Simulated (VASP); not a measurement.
Set up this calculation in VASP 6.6.1, as the native input.

| Item | Value |
| --- | --- |
| Task | single point |
| Functional | PBEsol |
| Potentials or basis | VASP PAW PBE potentials, release 64 (Ir) |
| Cutoff | 520 eV |
| k mesh | 21 × 21 × 12 |
| Occupations | gaussian, width 0.15 eV |
| Spin | collinear spin, ferromagnetic start |
| Starting moments | [0.2, 0.2] μB |
| Fixed moment | 0.4 μB |
| Dipole correction | no |
| Further INCAR settings | ALGO = Normal; EDIFF = 1e-07; NBANDS = 20 |

The structure of Ir lies in POSCAR:

```
Ir
1.0
    2.8730332727      0.0000000000      0.0000000000
   -1.4365166364      2.4881198000      0.0000000000
    0.0000000000      0.0000000000      4.6580720957
Ir
2
Direct
    0.6666666667      0.3333333333      0.7500000000
    0.3333333333      0.6666666667      0.2500000000
```

The input as run:

INCAR

```
SYSTEM = Ir
PREC = Accurate
ENCUT = 520
EDIFF = 1E-7
ISMEAR = 0
SIGMA = 0.15
LREAL = .False.
LASPH = .True.
NELM = 150
ALGO = Normal
ISIF = 2
LWAVE = .False.
LCHARG = .False.
ISPIN = 2
MAGMOM = 0.2 0.2
LORBIT = 11
NUPDOWN = 0.4
LMAXMIX = 4
GGA = PS
NBANDS = 20
```

KPOINTS

```
Automatic mesh
0
Gamma
  21 21 12
  0 0 0
```

Potentials or basis: VASP PAW PBE potentials, release 64 (Ir).

Run with:

```console
$ cat potpaw_PBE.64/Ir/POTCAR > POTCAR
$ mpirun -np 1 vasp_std > vasp.out
```

Results of the run:

- Pressure: -40.8 GPa
- Net moment: 0.40 μB per cell
- Site moments: Ir +0.20 μB
- Valence electrons inside the program's atomic spheres: Ir 7.91

Caveat: the PAW data sets were made with another functional, which shifts forces and pressure a little; the total moment is fixed, so each spin has its own Fermi level.

Wall time 2.4 min on 1 thread of Intel(R) Xeon(R) 6975P-C (Granite Rapids), on a shared host, peak memory 0.41 GiB.
